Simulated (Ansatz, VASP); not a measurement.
## One calculation of Na, two programs

The input INCAR:

```
ALGO     = Normal         # electronic algorithm
EDIFF    = 1E-6           # SCF threshold, eV
ENCUT    = 520            # plane-wave cutoff, eV
GGA      = PE             # functional
ISIF     = 2              # what is computed and relaxed
ISMEAR   = 0              # smearing method
LASPH    = True           # aspherical terms in the spheres
LCHARG   = False          # write CHGCAR
LREAL    = False          # projectors in reciprocal space
LWAVE    = False          # write WAVECAR
NBANDS   = 14             # bands
NELM     = 100            # most SCF steps
PREC     = Accurate       # precision mode
SIGMA    = 0.1            # smearing width, eV
```

The input KPOINTS:

```
k-points
0
Gamma
  4 4 4
```

Contents of POSCAR:

```
Na
1.0
    0.0000000000      3.4815402320      3.4815402320
    3.4815402320      0.0000000000      3.4815402320
    3.4815402320      3.4815402320      0.0000000000
Na
2
Direct
    0.5000000000      0.5000000000      0.5000000000
    0.7500000000      0.7500000000      0.7500000000
```

Input for Ansatz:

```yaml
crystal:
  lattice:
    - [0.0, 3.481540232, 3.481540232]
    - [3.481540232, 0.0, 3.481540232]
    - [3.481540232, 3.481540232, 0.0]
  atoms:
    - { symbol: Na, position: [0.5, 0.5, 0.5] }
    - { symbol: Na, position: [0.75, 0.75, 0.75] }
basis:
  ecutwfc: 420
kpoints:
  mp_grid: { grid: [4, 4, 4] }
hamiltonian:
  xc: pbe
scf:
  occupations: { method: gaussian, width: 0.1 }
  lower_state_search: "off"
output:
  forces: true
  stress: true
  eigenvalues: true
```

Alike in both runs: task single point; functional PBE; k mesh 4 × 4 × 4; occupations gaussian, width 0.1 eV; no spin polarisation.

|  | VASP | Ansatz |
| --- | --- | --- |
| version | VASP 6.6.1 | Ansatz 0.2.0 |
| potentials or method | VASP PAW PBE potentials, release 64 (Na_pv), cutoff 520 eV | scalar-relativistic, plane waves, PAW |
| valence electrons in the cell | 14 | 18 |

|  | VASP | Ansatz | Ansatz less VASP |
| --- | --- | --- | --- |
| gap on the k mesh at the Fermi level (eV) | none | none | - |
| pressure (GPa) | 1.0 | 1.0 | +0.03 |

A gap of «none» marks a metal or a gap that the smearing closes. The functional is the same, so the differences come from potentials, cutoffs and numerics. VASP's potentials hold 14 valence electrons a cell and Ansatz's 18, so a difference there can come from the potentials and not from the codes.

The k mesh is coarse, so the values compare programs but aren't converged.
